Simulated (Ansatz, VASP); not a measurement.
Two plane-wave programs on N

```
CELL_PARAMETERS angstrom
4.87861 0.00000 0.00000
0.00000 4.87861 0.00000
0.00000 0.00000 4.87861
ATOMIC_POSITIONS crystal
N 0.99998 0.99998 0.99998
N 0.50002 0.00002 0.49998
N 0.49998 0.50002 0.00002
N 0.00002 0.49998 0.50002
```

Alike in both runs: functional LDA; k mesh 6 × 6 × 6; occupations gaussian, width 0.02 eV; collinear spin.

Ansatz relaxed the structure, and its values are those at the end. VASP's run is a single point on that final structure, the one shown.

```csv
,VASP,Ansatz
version,VASP 6.6.1,Ansatz 0.2.0
potentials or method,"VASP PAW LDA potentials, release 64 (N), cutoff 520 eV","scalar-relativistic, plane waves, PAW"
valence electrons in the cell,20,20
```

Ansatz gave:

- gap on the k mesh at the Fermi level (eV): 1.81
- least direct gap on the mesh (eV): 1.98
- pressure (GPa): -0.1
- net moment per atom (μB): 3.00
- size of the moment on the site where the two differ most (μB): 2.87

Question: Which values does VASP return?

Answer: gap on the k mesh at the Fermi level (eV): 1.68; least direct gap on the mesh (eV): 1.84; pressure (GPa): -0.2; net moment per atom (μB): 3.00; size of the moment on the site where the two differ most (μB): 1.93.

LDA's correlation is that of Perdew and Zunger in VASP and of Perdew and Wang (1992) in Ansatz. Site moments also hang on the region over which each program counts them. Ansatz's warnings: stress scf threshold loose.
